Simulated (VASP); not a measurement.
Wanted: the native input for a VASP 6.6.1 run.

- Task: single point
- Functional: PBE
- Potentials or basis: VASP PAW PBE potentials, release 64 (Zn, S)
- Cutoff: 520 eV
- k mesh: 7 × 7 × 4
- Occupations: methfessel-paxton, width 0.05 eV
- Spin: no spin polarisation
- Dipole correction: no
- Further INCAR settings: ALGO = Normal; EDIFF = 1e-07; NBANDS = 26

The structure of ZnS (Wurtzite-2H) lies in POSCAR:

```
ZnS
1.0
    3.8110000000      0.0000000000      0.0000000000
   -1.9055000000      3.3004228138      0.0000000000
    0.0000000000      0.0000000000      6.2340000000
Zn S
2 2
Direct
    0.6666666667      0.3333333333      0.5000000000
    0.3333333333      0.6666666667      0.0000000000
    0.6666666667      0.3333333333      0.8850000000
    0.3333333333      0.6666666667      0.3850000000
```

These files were run (other wordings do the same):

INCAR

```
SYSTEM = ZnS
PREC     = Accurate       ! precision mode
ENCUT    = 520            ! plane-wave cutoff, eV
EDIFF    = 1E-7           ! SCF threshold, eV
ISMEAR   = 1              ! smearing method
SIGMA    = 0.05           ! smearing width, eV
LREAL    = .FALSE.        ! projectors in reciprocal space
LASPH    = .TRUE.         ! aspherical terms in the spheres
NELM     = 80             ! most SCF steps
ALGO     = Normal         ! electronic algorithm
ISIF     = 2              ! what is computed and relaxed
LWAVE    = .FALSE.        ! write WAVECAR
LCHARG   = .FALSE.        ! write CHGCAR
GGA      = PE             ! functional
NBANDS   = 26             ! bands
```

KPOINTS

```
regular mesh
0
G
  7 7 4
  0 0 0
```

Potentials or basis: VASP PAW PBE potentials, release 64 (Zn, S).

The run is started by

```console
$ cat potpaw_PBE.64/Zn/POTCAR potpaw_PBE.64/S/POTCAR > POTCAR
$ mpirun -np 1 vasp_std > vasp.out
```

It gave:

```yaml
Pressure: 2.5 GPa
Largest_force: 0.323 eV/Å
Band_gap_on_the_k_mesh: 2.25 eV, direct
```

It took 36 s on 1 thread of Intel(R) Xeon(R) Platinum 8259CL CPU @ 2.50GHz (Skylake/Cascade Lake), on a shared host, peak memory 0.2 GiB.
